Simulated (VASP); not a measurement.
# Fe (P6/mmm) in VASP: single point with PBEsol

Aim: the single point of Fe with PBEsol.

All numbers are computed with VASP 6.6.1; they aren't measurements. Logs are shortened: lines on timing, memory, paths and dates and some standing lists are left out, and cuts for length are marked.

**1. The cell of the first run**

It takes space group P6/mmm (No. 191, hexagonal). Conventional cell: a = 3.651 Å, b = 3.651 Å, c = 2.293 Å, α = 90.00°, β = 90.00°, γ = 120.00°. Fe (site symmetry 6/mmm) has 14 Fe at 2.29 to 2.40 Å within 3.0 Å. Within 2.8 Å of Fe (site symmetry -6m2) lie 11 Fe at 2.11 to 2.40 Å.

This isn't the form of Fe at room conditions, which is bcc.

**2. Single point, PBEsol (8.82 Å³/atom)**

File INCAR:

```
SYSTEM = Fe
PREC = Accurate
ENCUT = 690
EDIFF = 1E-6
ISMEAR = -1
SIGMA = 0.1
LREAL = .False.
LASPH = .True.
NELM = 120
ALGO = Normal
ISIF = 2
LWAVE = .False.
LCHARG = .True.
GGA = PS
LELF = .True.
LVHAR = .True.
NBANDS = 31
GGA_COMPAT = .False.
```

File KPOINTS:

```
Automatic mesh
0
Gamma
  11 11 15
  0 0 0
```

File POSCAR:

```
Fe
1.0
    3.6505783541      0.0000000000      0.0000000000
   -1.8252891770      3.1614935931      0.0000000000
    0.0000000000      0.0000000000      2.2931724988
Fe
3
Direct
    1.0000000000      1.0000000000      0.0000000000
    0.3333333333      0.6666666667      0.5000000000
    0.6666666667      0.3333333333      0.5000000000
```

Potentials or basis: VASP PAW PBE potentials, release 64 (Fe_sv).

Command:

```bash
$ cat potpaw_PBE.64/Fe_sv/POTCAR > POTCAR
$ mpirun -np 1 vasp_std > vasp.out
```

OUTCAR:

```text
SYSTEM = Fe
   PREC = Accurate
   ENCUT = 690
   EDIFF = 1E-6
   ISMEAR = -1
   LREAL = .False.
   LASPH = .True.
   NELM = 120
   ISIF = 2
   GGA = PS

 ion  position               nearest neighbor table
   1  0.000  0.000  0.000-   2 2.40   3 2.40   2 2.40   3 2.40   2 2.40   2 2.40   3 2.40   3 2.40
                             3 2.40   3 2.40   2 2.40   2 2.40
   2  0.333  0.667  0.500-   3 2.11   3 2.11   3 2.11   1 2.40   1 2.40   1 2.40   1 2.40   1 2.40
                             1 2.40
   3  0.667  0.333  0.500-   2 2.11   2 2.11   2 2.11   1 2.40   1 2.40   1 2.40   1 2.40   1 2.40
                             1 2.40

  LATTYP: Found a hexagonal cell.
 ALAT       =     3.6505783541
 C/A-ratio  =     0.6281669030

  Lattice vectors:

 A1 = (   3.6505783541,   0.0000000000,   0.0000000000)
 A2 = (  -1.8252891770,   3.1614935931,   0.0000000000)
 A3 = (   0.0000000000,   0.0000000000,   2.2931724988)

Analysis of symmetry for initial positions (statically):
=====================================================================
 Subroutine PRICEL returns:
 Original cell was already a primitive cell.

 Routine SETGRP: Setting up the symmetry group for a
 hexagonal supercell.

 Subroutine GETGRP returns: Found 24 space group operations
 (whereof 24 operations were pure point group operations)
 out of a pool of 24 trial point group operations.

The static configuration has the point symmetry D_6h.

Analysis of symmetry for dynamics (positions and initial velocities):
=====================================================================
 Subroutine PRICEL returns:
 Original cell was already a primitive cell.

 Routine SETGRP: Setting up the symmetry group for a
 hexagonal supercell.

 Subroutine GETGRP returns: Found 24 space group operations
 (whereof 24 operations were pure point group operations)
 out of a pool of 24 trial point group operations.

The dynamic configuration has the point symmetry D_6h.

 Subroutine INISYM returns: Found 24 space group operations
 (whereof 24 operations are pure point group operations),
 and found     1 'primitive' translations

----------------------------------------------------------------------------------------

                                     Primitive cell

  volume of cell :      26.4661

  direct lattice vectors                    reciprocal lattice vectors
     3.650578354  0.000000000  0.000000000     0.273929198  0.158153096  0.000000000
    -1.825289177  3.161493593  0.000000000     0.000000000  0.316306192  0.000000000
     0.000000000  0.000000000  2.293172499     0.000000000  0.000000000  0.436077094

  length of vectors
     3.650578354  3.650578354  2.293172499     0.316306192  0.316306192  0.436077094

  position of ions in fractional coordinates (direct lattice)
     0.000000000  0.000000000  0.000000000
     0.333333333  0.666666667  0.500000000
     0.666666667  0.333333333  0.500000000

  ion indices of the primitive-cell ions
   primitive index   ion index
                 1           1
                 2           2
                 3           3

----------------------------------------------------------------------------------------

 KPOINTS: Automatic mesh

Automatic generation of k-mesh.
 Grid dimensions read from file:
 generate k-points for:   11   11   15

 Generating k-lattice:

  Cartesian coordinates                     Fractional coordinates (reciprocal lattice)
     0.024902654  0.014377554  0.000000000     0.090909091  0.000000000  0.000000000
     0.000000000  0.028755108  0.000000000     0.000000000  0.090909091  0.000000000
     0.000000000  0.000000000  0.029071806     0.000000000  0.000000000  0.066666667

  Length of vectors
     0.028755108  0.028755108  0.029071806

  Shift w.r.t. Gamma in fractional coordinates (k-lattice)
     0.000000000  0.000000000  0.000000000

 Subroutine IBZKPT returns following result:
 ===========================================

 Found    128 irreducible k-points:

 Following reciprocal coordinates:
            Coordinates               Weight
  0.000000  0.000000  0.000000      1.000000
  0.090909  0.000000  0.000000      6.000000
  0.181818 -0.000000  0.000000      6.000000
  0.272727  0.000000  0.000000      6.000000
  0.363636  0.000000  0.000000      6.000000
  0.454545  0.000000  0.000000      6.000000
[... 16 lines left out ...]
  0.090909  0.090909  0.066667     12.000000
  0.181818  0.090909  0.066667     24.000000
 [... further k-points ...]
   k-points           NKPTS =    128   k-points in BZ     NKDIM =    128   number of bands    NBANDS=     31
   number of dos      NEDOS =    301   number of ions     NIONS =      3
   total plane-waves  NPLWV =  20480
   dimension x,y,z NGX =    32 NGY =   32 NGZ =   20
   dimension x,y,z NGXF=    64 NGYF=   64 NGZF=   40
   ions per type =               3
   NGX,Y,Z   is equivalent  to a cutoff of  14.57, 14.57, 14.50 a.u.
   NGXF,Y,Z  is equivalent  to a cutoff of  29.15, 29.15, 29.00 a.u.
 SYSTEM =  Fe
   PREC   = accura    normal or accurate (medium, high low for compatibility)
   ISTART =      0    job   : 0-new  1-cont  2-samecut
   ICHARG =      2    charge: 1-file 2-atom 10-const
   ISPIN  =      1    spin polarized calculation?
   LNONCOLLINEAR =      F non collinear calculations
   LSORBIT =      F    spin-orbit coupling
   LASPH  =      T    aspherical Exc in radial PAW
   ENCUT  =  690.0 eV  50.71 Ry    7.12 a.u.   7.82  7.82  4.91*2*pi/ulx,y,z
   NELM   =    120;   NELMIN=  2; NELMDL= -5     # of ELM steps
   EDIFF  = 0.1E-05   stopping-criterion for ELM
   LREAL  =      F    real-space projection
   EDIFFG = 0.1E-04   stopping-criterion for IOM
   NSW    =      0    number of steps for IOM
   IBRION =     -1    ionic relax: 0-MD 1-quasi-New 2-CG
   NFREE  =      0    steps in history (QN), initial steepest desc. (CG)
   ISIF   =      2    stress and relaxation
   ISYM   =      2    0-nonsym 1-usesym 2-fastsym
   POTIM  = 0.5000    time-step for ionic-motion
   TEBEG  =    0.0;   TEEND  =   0.0 temperature during run
   PSTRESS=    0.0 pullay stress
   NELECT =      48.0000    total number of electrons
   NUPDOWN=      -1.0000    fix difference up-down
   EMIN   =  10.00;   EMAX   =-10.00  energy-range for DOS
   EFERMI =   0.00;   METHOD = LEGACY
   ISMEAR =    -1;   SIGMA  =   0.10  broadening in eV -4-tet -1-fermi 0-gaus
   EFERMI_NEDOS =   21; number of points for ismear=-14 and -15
   IALGO  =     38    algorithm
   IMIX   =      4    mixing-type and parameters
     AMIX     =   0.40;   BMIX     =  1.00
     AMIX_MAG =   1.60;   BMIX_MAG =  1.00
  volume/ion in A,a.u.               =       8.82        59.53
  Fermi-wavevector in a.u.,A,eV,Ry     =   1.996450  3.772743 54.230249  3.985811
  Thomas-Fermi vector in A             =   3.012889
   LORBIT       =      0    0 simple, 1 ext, 2 COOP (PROOUT), +10 PAW based schemes
   GGA     = PS    functional components
   LHFCALC =     F    Hartree Fock is set to
   AEXX    =    0.0000 exact exchange contribution
   IVDW    =     0    specifies the selected vdW correction
   LEPSILON=     F    determine dielectric tensor
   LRPA    =     F    only Hartree local field effects (RPA)
 non-spin polarized calculation
  energy-cutoff  :      690.00
  volume of cell :       26.47
 maximum number of plane-waves:      1102
 NGX is ok and might be reduce to    32
   NGX = 15   NGY = 15   NGZ =  9

 number of electron      47.9999978 magnetization

 Free energy of the ion-electron system (eV)
  ---------------------------------------------------
  ext. energy  EPLUGINS =         0.00000000
  ---------------------------------------------------
  free energy    TOTEN  =       -26.21126934 eV

  energy without entropy =      -26.07009909  energy(sigma->0) =      -26.14068421

 E-fermi :  16.7175     XC(G=0): -15.5800

 val. band max:       16.7151081393   @ k =   0.2727   0.0909   0.0000
 cond. band min:      16.7179795993   @ k =   0.1818   0.1818   0.2667
 fundamental gap:      0.0028714600
 Fermi energy:        16.7175132758

 k-point     1 :       0.0000    0.0000    0.0000
  band No.  band energies     occupation
      1     -70.6871      2.00000
      2     -70.3650      2.00000
      3     -70.3369      2.00000
      4     -37.1805      2.00000
      5     -37.1805      2.00000
      6     -36.7848      2.00000
[... 23 lines left out ...]
     30      25.8097      0.00000
     31      25.8416      0.00000

 k-point     2 :       0.0909    0.0000    0.0000
  band No.  band energies     occupation
      1     -70.6799      2.00000
      2     -70.3667      2.00000
      3     -70.3426      2.00000
      4     -37.2038      2.00000
      5     -37.1855      2.00000
      6     -36.7565      2.00000
[... 23 lines left out ...]
     30      24.1670      0.00000
     31      27.0024      0.00000

 k-point     3 :       0.1818   -0.0000    0.0000
  band No.  band energies     occupation
      1     -70.6591      2.00000
      2     -70.3722      2.00000
      3     -70.3586      2.00000
      4     -37.2557      2.00000
      5     -37.1843      2.00000
      6     -36.6898      2.00000
[... 23 lines left out ...]
     30      22.5853      0.00000
     31      27.2715      0.00000

 k-point     4 :       0.2727    0.0000    0.0000
  band No.  band energies     occupation
      1     -70.6270      2.00000
      2     -70.3908      2.00000
      3     -70.3729      2.00000
      4     -37.3103      2.00000
      5     -37.1540      2.00000
      6     -36.6116      2.00000
[... 635 lines left out ...]
     30      18.8997      0.00000
     31      27.3090      0.00000

 k-point    23 :       0.0909    0.0909    0.0667
  band No.  band energies     occupation
      1     -70.6610      2.00000
      2     -70.3678      2.00000
      3     -70.3504      2.00000
      4     -37.2315      2.00000
      5     -37.1863      2.00000
      6     -36.7004      2.00000
[... 23 lines left out ...]
     30      22.9131      0.00000
     31      27.9980      0.00000

 k-point    24 :       0.1818    0.0909    0.0667
  band No.  band energies     occupation
      1     -70.6348      2.00000
      2     -70.3760      2.00000
      3     -70.3691      2.00000
      4     -37.2756      2.00000
      5     -37.1753      2.00000
      6     -36.6296      2.00000
[... 23 lines left out ...]
     30      21.5876      0.00000
     31      27.9405      0.00000

 [... further k-points ...]

------------------------ aborting loop because EDIFF is reached ----------------------------------------

  FORCE on cell =-STRESS in cart. coord.  units (eV):
  Direction    XX          YY          ZZ          XY          YZ          ZX
  --------------------------------------------------------------------------------------
  -------------------------------------------------------------------------------------
  Total        8.5797431      8.5797431      7.6945316      0.0000000     -0.0000000      0.0000000
  in kB      519.3906896    519.3906896    465.8027664      0.0000000     -0.0000000      0.0000000
  external PRESSURE =     501.5280486 kB  Pullay stress =       0.0000000 kB

 VOLUME and BASIS-vectors are now :
 -----------------------------------------------------------------------------
  energy-cutoff  :      690.00
  volume of cell :       26.47
      direct lattice vectors                 reciprocal lattice vectors
     3.650578354  0.000000000  0.000000000     0.273929198  0.158153096  0.000000000
    -1.825289177  3.161493593  0.000000000     0.000000000  0.316306192  0.000000000
     0.000000000  0.000000000  2.293172499     0.000000000  0.000000000  0.436077094

 POSITION                                       TOTAL-FORCE (eV/Angst)
 -----------------------------------------------------------------------------------
      0.00000      0.00000      0.00000         0.000000      0.000000      0.000000
     -0.00000      2.10766      1.14659        -0.000000     -0.000000      0.000000
      1.82529      1.05383      1.14659         0.000000      0.000000      0.000000
 -----------------------------------------------------------------------------------
    total drift:                               -0.000000      0.000000     -0.000000

  FREE ENERGIE OF THE ION-ELECTRON SYSTEM (eV)
  ---------------------------------------------------
  free  energy   TOTEN  =       -26.2112693407 eV

  energy  without entropy=      -26.0700990872  energy(sigma->0) =      -26.14068421
```

It took 58 s on 1 thread of Intel Xeon 6975P-C (Granite Rapids), shared host; peak memory 0.23 GiB.

Results:

```
Free energy            : -26.2113 eV
Pressure               : 50.2 GPa
Band gap on the k mesh : zero (bands 24 and 25 overlap by 1.83 eV)
```

Stress tensor (GPa, compression positive):
```
51.94  0.00  0.00
 0.00 51.94  0.00
 0.00  0.00 46.58
```

Caveat: the stress differs along the axes, from 47 to 52 GPa; the PAW data sets were made with another functional, which shifts forces and pressure a little; the run has no spin polarisation, though such a crystal can be magnetic. Spin polarisation is off, so any magnetic state and its effect on volume and gap are missing.
